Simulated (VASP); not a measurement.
# GaN in VASP: a series of runs

Runs on GaN. Level: PBEsol. Tasks: single point.

Everything below comes from runs of VASP 6.6.1. Logs are shortened: lines on timing, memory, paths and dates and some standing lists are left out, and cuts for length are marked.

## 1. The cell of the first run

It takes space group Fm-3m (No. 225, cubic). Conventional cell: a = 4.397 Å, b = 4.397 Å, c = 4.397 Å, α = 90.00°, β = 90.00°, γ = 90.00°. Ga (site symmetry m-3m) has 6 N at 2.20 Å within 2.9 Å. N (site symmetry m-3m) has 6 Ga at 2.20 Å within 2.9 Å.

## 2. Single point, PBEsol (strained)

INCAR reads:

```
PREC = Accurate
ENCUT = 520
EDIFF = 1E-6
ISMEAR = 0
SIGMA = 0.05
LREAL = F
LASPH = T
NELM = 100
ALGO = Normal
ISIF = 2
LWAVE = F
LCHARG = F
GGA = PS
NBANDS = 16
```

KPOINTS reads:

```
regular mesh
0
Gamma
  14 14 14
```

POSCAR reads:

```
GaN
1.0
    0.0000000000      2.1985020130      2.1985020130
    2.1985020130      0.0000000000      2.1985020130
    2.1985020130      2.1985020130      0.0000000000
Ga N
1 1
Direct
    0.0000000000      0.0000000000      0.0000000000
    0.5000000000      0.5000000000      0.5000000000
```

Potentials or basis: VASP PAW PBE potentials, release 64 (Ga_d, N).

Run with:

```sh
$ cat potpaw_PBE.64/Ga_d/POTCAR potpaw_PBE.64/N/POTCAR > POTCAR
$ mpirun -np 1 vasp_std > vasp.out
```

OUTCAR:

```text
PREC = Accurate
   ENCUT = 520
   EDIFF = 1E-6
   ISMEAR = 0
   LREAL = F
   LASPH = T
   NELM = 100
   ISIF = 2
   GGA = PS

 ion  position               nearest neighbor table
   1  0.000  0.000  0.000-   2 2.20   2 2.20   2 2.20   2 2.20   2 2.20   2 2.20
   2  0.500  0.500  0.500-   1 2.20   1 2.20   1 2.20   1 2.20   1 2.20   1 2.20

  LATTYP: Found a face centered cubic cell.
 ALAT       =     4.3970040260

  Lattice vectors:

 A1 = (   0.0000000000,   2.1985020130,   2.1985020130)
 A2 = (   2.1985020130,   0.0000000000,   2.1985020130)
 A3 = (   2.1985020130,   2.1985020130,   0.0000000000)

Analysis of symmetry for initial positions (statically):
=====================================================================
 Subroutine PRICEL returns:
 Original cell was already a primitive cell.

 Routine SETGRP: Setting up the symmetry group for a
 face centered cubic supercell.

 Subroutine GETGRP returns: Found 48 space group operations
 (whereof 48 operations were pure point group operations)
 out of a pool of 48 trial point group operations.

The static configuration has the point symmetry O_h .

Analysis of symmetry for dynamics (positions and initial velocities):
=====================================================================
 Subroutine PRICEL returns:
 Original cell was already a primitive cell.

 Routine SETGRP: Setting up the symmetry group for a
 face centered cubic supercell.

 Subroutine GETGRP returns: Found 48 space group operations
 (whereof 48 operations were pure point group operations)
 out of a pool of 48 trial point group operations.

The dynamic configuration has the point symmetry O_h .

 Subroutine INISYM returns: Found 48 space group operations
 (whereof 48 operations are pure point group operations),
 and found     1 'primitive' translations

----------------------------------------------------------------------------------------

                                     Primitive cell

  volume of cell :      21.2525

  direct lattice vectors                    reciprocal lattice vectors
     0.000000000  2.198502013  2.198502013    -0.227427583  0.227427583  0.227427583
     2.198502013  0.000000000  2.198502013     0.227427583 -0.227427583  0.227427583
     2.198502013  2.198502013  0.000000000     0.227427583  0.227427583 -0.227427583

  length of vectors
     3.109151364  3.109151364  3.109151364     0.393916130  0.393916130  0.393916130

  position of ions in fractional coordinates (direct lattice)
     0.000000000  0.000000000  0.000000000
     0.500000000  0.500000000  0.500000000

  ion indices of the primitive-cell ions
   primitive index   ion index
                 1           1
                 2           2

----------------------------------------------------------------------------------------

 KPOINTS: regular mesh

Automatic generation of k-mesh.
 Grid dimensions read from file:
 generate k-points for:   14   14   14

 Generating k-lattice:

  Cartesian coordinates                     Fractional coordinates (reciprocal lattice)
    -0.016244827  0.016244827  0.016244827     0.071428571  0.000000000  0.000000000
     0.016244827 -0.016244827  0.016244827     0.000000000  0.071428571  0.000000000
     0.016244827  0.016244827 -0.016244827     0.000000000  0.000000000  0.071428571

  Length of vectors
     0.028136866  0.028136866  0.028136866

  Shift w.r.t. Gamma in fractional coordinates (k-lattice)
     0.000000000  0.000000000  0.000000000

 Subroutine IBZKPT returns following result:
 ===========================================

 Found    104 irreducible k-points:

 Following reciprocal coordinates:
            Coordinates               Weight
  0.000000  0.000000  0.000000      1.000000
  0.071429  0.000000  0.000000      8.000000
  0.142857  0.000000  0.000000      8.000000
  0.214286  0.000000  0.000000      8.000000
  0.285714  0.000000  0.000000      8.000000
  0.357143  0.000000  0.000000      8.000000
[... 16 lines left out ...]
  0.214286  0.142857  0.000000     24.000000
  0.285714  0.142857  0.000000     24.000000
 [... further k-points ...]
   k-points           NKPTS =    104   k-points in BZ     NKDIM =    104   number of bands    NBANDS=     16
   number of dos      NEDOS =    301   number of ions     NIONS =      2
   total plane-waves  NPLWV =  13824
   dimension x,y,z NGX =    24 NGY =   24 NGZ =   24
   dimension x,y,z NGXF=    48 NGYF=   48 NGZF=   48
   ions per type =               1   1
   NGX,Y,Z   is equivalent  to a cutoff of  12.83, 12.83, 12.83 a.u.
   NGXF,Y,Z  is equivalent  to a cutoff of  25.67, 25.67, 25.67 a.u.
 SYSTEM =  unknown system
   PREC   = accura    normal or accurate (medium, high low for compatibility)
   ISTART =      0    job   : 0-new  1-cont  2-samecut
   ICHARG =      2    charge: 1-file 2-atom 10-const
   ISPIN  =      1    spin polarized calculation?
   LNONCOLLINEAR =      F non collinear calculations
   LSORBIT =      F    spin-orbit coupling
   LASPH  =      T    aspherical Exc in radial PAW
   ENCUT  =  520.0 eV  38.22 Ry    6.18 a.u.   5.78  5.78  5.78*2*pi/ulx,y,z
   NELM   =    100;   NELMIN=  2; NELMDL= -5     # of ELM steps
   EDIFF  = 0.1E-05   stopping-criterion for ELM
   LREAL  =      F    real-space projection
   EDIFFG = 0.1E-04   stopping-criterion for IOM
   NSW    =      0    number of steps for IOM
   IBRION =     -1    ionic relax: 0-MD 1-quasi-New 2-CG
   NFREE  =      0    steps in history (QN), initial steepest desc. (CG)
   ISIF   =      2    stress and relaxation
   ISYM   =      2    0-nonsym 1-usesym 2-fastsym
   POTIM  = 0.5000    time-step for ionic-motion
   TEBEG  =    0.0;   TEEND  =   0.0 temperature during run
   PSTRESS=    0.0 pullay stress
   NELECT =      18.0000    total number of electrons
   NUPDOWN=      -1.0000    fix difference up-down
   EMIN   =  10.00;   EMAX   =-10.00  energy-range for DOS
   EFERMI =   0.00;   METHOD = LEGACY
   ISMEAR =     0;   SIGMA  =   0.05  broadening in eV -4-tet -1-fermi 0-gaus
   EFERMI_NEDOS =   21; number of points for ismear=-14 and -15
   IALGO  =     38    algorithm
   IMIX   =      4    mixing-type and parameters
     AMIX     =   0.40;   BMIX     =  1.00
     AMIX_MAG =   1.60;   BMIX_MAG =  1.00
  volume/ion in A,a.u.               =      10.63        71.71
  Fermi-wavevector in a.u.,A,eV,Ry     =   1.548919  2.927033 32.642432  2.399151
  Thomas-Fermi vector in A             =   2.653801
   LORBIT       =      0    0 simple, 1 ext, 2 COOP (PROOUT), +10 PAW based schemes
   GGA     = PS    functional components
   LHFCALC =     F    Hartree Fock is set to
   AEXX    =    0.0000 exact exchange contribution
   IVDW    =     0    specifies the selected vdW correction
   LEPSILON=     F    determine dielectric tensor
   LRPA    =     F    only Hartree local field effects (RPA)
 non-spin polarized calculation
 Gauss-broadening in eV      SIGMA  =   0.05
  energy-cutoff  :      520.00
  volume of cell :       21.25
 maximum number of plane-waves:       588
   NGX = 11   NGY = 11   NGZ = 11

 number of electron      18.0000001 magnetization

 Free energy of the ion-electron system (eV)
  ---------------------------------------------------
  ext. energy  EPLUGINS =         0.00000000
  ---------------------------------------------------
  free energy    TOTEN  =       -12.08216440 eV

  energy without entropy =      -12.08202831  energy(sigma->0) =      -12.08209636

 E-fermi :   6.4098     XC(G=0): -12.6145

 val. band max:        6.3672366407   @ k =  -0.2143   0.1429   0.0000
 cond. band min:       6.5650572369   @ k =   0.4286   0.4286   0.0000
 fundamental gap:      0.1978205962
 Fermi energy:         6.4098132651

 k-point     1 :       0.0000    0.0000    0.0000
  band No.  band energies     occupation
      1      -9.8295      2.00000
      2      -7.6191      2.00000
      3      -7.6191      2.00000
      4      -7.6191      2.00000
      5      -7.5484      2.00000
      6      -7.5484      2.00000
[... 8 lines left out ...]
     15      20.4699      0.00000
     16      20.4699      0.00000

 k-point     2 :       0.0714    0.0000    0.0000
  band No.  band energies     occupation
      1      -9.7411      2.00000
      2      -7.6213      2.00000
      3      -7.6146      2.00000
      4      -7.6146      2.00000
      5      -7.5533      2.00000
      6      -7.5533      2.00000
[... 8 lines left out ...]
     15      20.9557      0.00000
     16      20.9557      0.00000

 k-point     3 :       0.1429    0.0000    0.0000
  band No.  band energies     occupation
      1      -9.4807      2.00000
      2      -7.6273      2.00000
      3      -7.6110      2.00000
      4      -7.6110      2.00000
      5      -7.5579      2.00000
      6      -7.5579      2.00000
[... 8 lines left out ...]
     15      21.6073      0.00000
     16      21.6073      0.00000

 k-point     4 :       0.2143    0.0000    0.0000
  band No.  band energies     occupation
      1      -9.0654      2.00000
      2      -7.6339      2.00000
      3      -7.6299      2.00000
      4      -7.6299      2.00000
      5      -7.5403      2.00000
      6      -7.5403      2.00000
[... 8 lines left out ...]
     15      22.5308      0.00000
     16      22.5308      0.00000
[... 324 lines left out ...]
 k-point    22 :       0.1429    0.1429    0.0000
  band No.  band energies     occupation
      1      -9.3923      2.00000
      2      -7.6430      2.00000
      3      -7.5864      2.00000
      4      -7.5864      2.00000
      5      -7.5834      2.00000
      6      -7.5330      2.00000
[... 8 lines left out ...]
     15      24.1031      0.00000
     16      24.1031      0.00000

 k-point    23 :       0.2143    0.1429    0.0000
  band No.  band energies     occupation
      1      -9.1320      2.00000
      2      -7.6529      2.00000
      3      -7.5931      2.00000
      4      -7.5789      2.00000
      5      -7.5367      2.00000
      6      -7.5207      2.00000
[... 8 lines left out ...]
     15      24.5596      0.00000
     16      24.9553      0.00000

 k-point    24 :       0.2857    0.1429    0.0000
  band No.  band energies     occupation
      1      -8.7860      2.00000
      2      -7.6606      2.00000
      3      -7.5950      2.00000
      4      -7.5936      2.00000
      5      -7.4950      2.00000
      6      -7.4294      2.00000
[... 8 lines left out ...]
     15      24.6714      0.00000
     16      25.7082      0.00000

 [... further k-points ...]
[... 5 lines left out ...]
  --------------------------------------------------------------------------------------
  -------------------------------------------------------------------------------------
  Total       -2.7969158     -2.7969158     -2.7969158     -0.0000000      0.0000000     -0.0000000
  in kB     -210.8527983   -210.8527983   -210.8527983     -0.0000000      0.0000000     -0.0000000
  external PRESSURE =    -210.8527983 kB  Pullay stress =       0.0000000 kB

 VOLUME and BASIS-vectors are now :
 -----------------------------------------------------------------------------
  energy-cutoff  :      520.00
  volume of cell :       21.25
      direct lattice vectors                 reciprocal lattice vectors
     0.000000000  2.198502013  2.198502013    -0.227427583  0.227427583  0.227427583
     2.198502013  0.000000000  2.198502013     0.227427583 -0.227427583  0.227427583
     2.198502013  2.198502013  0.000000000     0.227427583  0.227427583 -0.227427583

 POSITION                                       TOTAL-FORCE (eV/Angst)
 -----------------------------------------------------------------------------------
      0.00000      0.00000      0.00000         0.000000      0.000000     -0.000000
      2.19850      2.19850      2.19850         0.000000      0.000000      0.000000
 -----------------------------------------------------------------------------------
    total drift:                                0.000000     -0.000000     -0.000000

  FREE ENERGIE OF THE ION-ELECTRON SYSTEM (eV)
  ---------------------------------------------------
  free  energy   TOTEN  =       -12.0821644025 eV

  energy  without entropy=      -12.0820283088  energy(sigma->0) =      -12.08209636
```

Wall time 14 s (1 thread of Intel Xeon Platinum 8488C (Sapphire Rapids), shared host); peak memory 0.16 GiB.

Results:

```
Free energy            : -12.0822 eV
Pressure               : -21.1 GPa
Band gap on the k mesh : zero (band 9 reaches 6.37 eV, above the bottom of band 10 at 6.19 eV)
```

Caveat: the cell differs from its parent crystal (strained); the PAW data sets were made with another functional, which shifts forces and pressure a little.

## 3. Single point, PBEsol (strained)

INCAR reads:

```
SYSTEM = GaN
PREC = Accurate
ENCUT = 520
EDIFF = 1E-6
ISMEAR = 0
SIGMA = 0.05
LREAL = .FALSE.
LASPH = .TRUE.
NELM = 60
ALGO = Normal
ISIF = 2
LWAVE = .FALSE.
LCHARG = .TRUE.
GGA = PS
LELF = .TRUE.
LVHAR = .TRUE.
NBANDS = 16
```

KPOINTS reads:

```
regular mesh
0
G
  14 14 14
  0 0 0
```

POSCAR reads:

```
GaN
1.0
    0.0000000000      2.1288506474      2.1288506474
    2.0434412474      0.0854094000      2.0434412474
    2.1288506474      2.1288506474      0.0000000000
Ga N
1 1
Direct
    0.0000000000      0.0000000000      0.0000000000
    0.5000000000      0.5000000000      0.5000000000
```

Potentials or basis: VASP PAW PBE potentials, release 64 (Ga_d, N).

Run with:

```sh
$ cat potpaw_PBE.64/Ga_d/POTCAR potpaw_PBE.64/N/POTCAR > POTCAR
$ mpirun -np 1 vasp_std > vasp.out
```

OUTCAR:

```text
SYSTEM = GaN
   PREC = Accurate
   ENCUT = 520
   EDIFF = 1E-6
   ISMEAR = 0
   LREAL = .FALSE.
   LASPH = .TRUE.
   NELM = 60
   ISIF = 2
   GGA = PS

 ion  position               nearest neighbor table
   1  0.000  0.000  0.000-   2 2.09   2 2.09   2 2.09   2 2.09   2 2.09   2 2.09
   2  0.500  0.500  0.500-   1 2.09   1 2.09   1 2.09   1 2.09   1 2.09   1 2.09

  LATTYP: Found a trigonal (rhomboedric) cell.
 ALAT       =     2.8911241808
 COS(alpha) =     0.4578032678

  Lattice vectors:

 A1 = (  -0.0854094000,  -2.0434412474,   2.0434412474)
 A2 = (   2.0434412474,  -2.0434412474,  -0.0854094000)
 A3 = (   2.0434412474,   0.0854094000,   2.0434412474)

Analysis of symmetry for initial positions (statically):
=====================================================================
 Subroutine PRICEL returns:
 Original cell was already a primitive cell.

 Routine SETGRP: Setting up the symmetry group for a
 trigonal (rhombohedral) supercell.

 Subroutine GETGRP returns: Found 12 space group operations
 (whereof 12 operations were pure point group operations)
 out of a pool of 12 trial point group operations.

The static configuration has the point symmetry D_3d.

[... 156 lines left out ...]
  free energy    TOTEN  =       -12.17722078 eV

  energy without entropy =      -12.17722078  energy(sigma->0) =      -12.17722078

 E-fermi :   8.7054     XC(G=0): -13.5133

 val. band max:        8.4755262915   @ k =  -0.2143  -0.0000   0.1429
 cond. band min:       8.9981828408   @ k =   0.5000   0.5000   0.0000
 fundamental gap:      0.5226565493
 Fermi energy:         8.7054283342

 k-point     1 :       0.0000    0.0000    0.0000
  band No.  band energies     occupation
      1      -9.4367      2.00000
      2      -5.6881      2.00000
      3      -5.6881      2.00000
      4      -5.6373      2.00000
      5      -5.5349      2.00000
      6      -5.5349      2.00000
[... 433 lines left out ...]
      3      -5.6369      2.00000
      4      -5.6272      2.00000
      5      -5.6076      2.00000
      6      -5.5479      2.00000
[... 8 lines left out ...]
     15      25.0778      0.00000
     16      26.0339      0.00000

 [... further k-points ...]
[... 5 lines left out ...]
  --------------------------------------------------------------------------------------
  -------------------------------------------------------------------------------------
  Total        1.0711195      1.0711195      1.0711195     -0.9879905     -0.9879905      0.9879905
  in kB       94.6320396     94.6320396     94.6320396    -87.2877055    -87.2877055     87.2877055
  external PRESSURE =      94.6320396 kB  Pullay stress =       0.0000000 kB

 VOLUME and BASIS-vectors are now :
 -----------------------------------------------------------------------------
  energy-cutoff  :      520.00
  volume of cell :       18.13
      direct lattice vectors                 reciprocal lattice vectors
     0.000000000  2.128850647  2.128850647    -0.239881668  0.239881668  0.229855371
     2.043441247  0.085409400  2.043441247     0.249907965 -0.249907965  0.249907965
     2.128850647  2.128850647  0.000000000     0.229855371  0.239881668 -0.239881668

 POSITION                                       TOTAL-FORCE (eV/Angst)
 -----------------------------------------------------------------------------------
      0.00000      0.00000      0.00000        -0.000000      0.000000     -0.000000
      2.08615      2.17156      2.08615         0.000000      0.000000      0.000000
 -----------------------------------------------------------------------------------
    total drift:                                0.000000     -0.000000     -0.000000

  FREE ENERGIE OF THE ION-ELECTRON SYSTEM (eV)
  ---------------------------------------------------
  free  energy   TOTEN  =       -12.1772207840 eV

  energy  without entropy=      -12.1772207840  energy(sigma->0) =      -12.17722078
```

OSZICAR:

```text
N       E                     dE             d eps       ncg     rms          rms(c)
DAV:   1     0.688852814264E+02    0.68885E+02   -0.92187E+03 10880   0.214E+03
DAV:   2    -0.990862415811E+01   -0.78794E+02   -0.73490E+02 10760   0.309E+02
DAV:   3    -0.138270659749E+02   -0.39184E+01   -0.39062E+01 10472   0.608E+01
DAV:   4    -0.138603782505E+02   -0.33312E-01   -0.33309E-01 11624   0.580E+00
DAV:   5    -0.138607528311E+02   -0.37458E-03   -0.37458E-03 10744   0.570E-01    0.697E+00
DAV:   6    -0.122216591127E+02    0.16391E+01   -0.37510E+00 13600   0.413E+01    0.239E+00
DAV:   7    -0.121996868565E+02    0.21972E-01   -0.20137E-01 11024   0.449E+00    0.152E+00
DAV:   8    -0.121784841483E+02    0.21203E-01   -0.25063E-02 12016   0.176E+00    0.420E-01
DAV:   9    -0.121772827866E+02    0.12014E-02   -0.47348E-03 11104   0.159E+00    0.909E-02
DAV:  10    -0.121772212002E+02    0.61586E-04   -0.44032E-04 11056   0.252E-01    0.144E-02
DAV:  11    -0.121772200626E+02    0.11376E-05   -0.22150E-05 11064   0.469E-02    0.101E-02
DAV:  12    -0.121772207840E+02   -0.72145E-06   -0.66662E-07  7216   0.150E-02
   1 F= -.12177221E+02 E0= -.12177221E+02  d E =-.813028E-13
```

stdout:

```text
POSCAR found type information on POSCAR GaN
 POSCAR found :  2 types and       2 ions
 scaLAPACK will be used
 -----------------------------------------------------------------------------
|                                                                             |
|                                                                             |
|     You enforced a specific xc type in the INCAR file but a different       |
|     I HOPE YOU KNOW WHAT YOU ARE DOING!                                     |
|                                                                             |
 -----------------------------------------------------------------------------

 LDA part: xc-table for (Slater+PW92), standard interpolation
 POSCAR, INCAR and KPOINTS ok, starting setup
 FFT: planning ... GRIDC
 FFT: planning ... GRID_SOFT
 FFT: planning ... GRID
 WAVECAR not read
 entering main loop
```

It took 34 s on 1 thread of Intel Xeon Platinum 8488C (Sapphire Rapids), shared host; peak memory 0.2 GiB.

Results:

| Quantity | Value |
| --- | --- |
| Free energy | -12.1772 eV |
| Pressure | 9.5 GPa |
| Band gap on the k mesh | 0.52 eV, indirect (least direct gap 2.65 eV) |

Stress tensor (GPa, compression positive):
```
 9.46 -8.73  8.73
-8.73  9.46 -8.73
 8.73 -8.73  9.46
```

Levels at points of the mesh, in eV from the valence-band top:
```
           k point  band 6  band 7  band 8  band 9  band 10  band 11  band 12  band 13
(0.00, 0.00, 0.00)  -14.01   -1.00   -1.00   -0.23     2.42    14.03    14.03    15.25
(0.50, 0.00, 0.00)  -13.88   -8.88   -0.39   -0.09     4.73     9.02     9.62     9.81
(0.00, 0.50, 0.00)  -13.86   -8.18   -0.64   -0.64     3.83     8.13     8.13     9.76
(0.50, 0.50, 0.00)  -11.01   -7.70   -3.82   -2.98     0.52     7.64    11.85    14.52
```

Caveat: the cell differs from its parent crystal (strained); the PAW data sets were made with another functional, which shifts forces and pressure a little.
